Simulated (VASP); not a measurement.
A run of VASP 6.6.1:

The input POSCAR:

```
ZnF2
1.0
    4.6722417100      0.0000000000      0.0000000000
    0.0000000000      4.6722417100      0.0000000000
    0.0000000000      0.0000000000      3.1081305800
Zn F
2 4
Direct
    0.0000000000      0.0000000000      0.0000000000
    0.5000000000      0.5000000000      0.5000000000
    0.3032131100      0.3032131100      0.0000000000
    0.1967868900      0.8032131100      0.5000000000
    0.6967868900      0.6967868900      0.0000000000
    0.8032131100      0.1967868900      0.5000000000
```

Contents of INCAR.step1:

```
SYSTEM = ZnF2
PREC     = Accurate       ! precision mode
ENCUT    = 580            ! plane-wave cutoff, eV
ISMEAR   = -1             ! smearing method
SIGMA    = 0.02           ! smearing width, eV
LREAL    = .FALSE.        ! projectors in reciprocal space
LASPH    = .TRUE.         ! aspherical terms in the spheres
NELM     = 120            ! most SCF steps
GGA      = PE             ! functional
ALGO     = Normal         ! electronic algorithm
EDIFF    = 1E-5           ! SCF threshold, eV
LWAVE    = .TRUE.         ! write WAVECAR
LCHARG   = .FALSE.        ! write CHGCAR
GGA_COMPAT= .FALSE.      
IBRION   = 2              ! ionic algorithm
EDIFFG   = -0.01          ! ionic threshold
NELMIN   = 4            
NSW      = 100            ! ionic steps
KPAR     = 4
```

INCAR.step2

```
SYSTEM = ZnF2
PREC     = Accurate       ! precision mode
ENCUT    = 580            ! plane-wave cutoff, eV
EDIFF    = 1E-7           ! SCF threshold, eV
ISMEAR   = -1             ! smearing method
SIGMA    = 0.02           ! smearing width, eV
LREAL    = .FALSE.        ! projectors in reciprocal space
LASPH    = .TRUE.         ! aspherical terms in the spheres
NELM     = 120            ! most SCF steps
ALGO     = Normal         ! electronic algorithm
ISIF     = 2              ! what is computed and relaxed
LWAVE    = .FALSE.        ! write WAVECAR
LCHARG   = .FALSE.        ! write CHGCAR
METAGGA  = R2SCAN         ! meta-GGA
LMIXTAU  = .TRUE.       
IBRION   = 2              ! ionic algorithm
NSW      = 50             ! ionic steps
EDIFFG   = -0.01          ! ionic threshold
ISTART   = 1            
GGA_COMPAT= .FALSE.      
NELMIN   = 4            
KPAR     = 4
```

The input KPOINTS:

```
regular mesh
0
G
  6 6 10
  0 0 0
```

Potentials or basis: VASP PAW PBE potentials, release 64 (Zn, F).

Command:

```bash
$ cat potpaw_PBE.64/Zn/POTCAR potpaw_PBE.64/F/POTCAR > POTCAR
$ cp INCAR.step1 INCAR
$ mpirun -np 4 vasp_std > vasp.out
$ cp INCAR.step2 INCAR
$ mpirun -np 4 vasp_std > vasp.out
```

Hardware: 4 MPI ranks on Intel(R) Xeon(R) Platinum 8488C (Sapphire Rapids), on a shared host.

Task: Estimate the wall time of this run.

Result: Wall time 3.6 min on 4 MPI ranks on Intel(R) Xeon(R) Platinum 8488C (Sapphire Rapids), on a shared host, peak memory 0.27 GiB a rank. Counts: k points 60, ion steps 3.
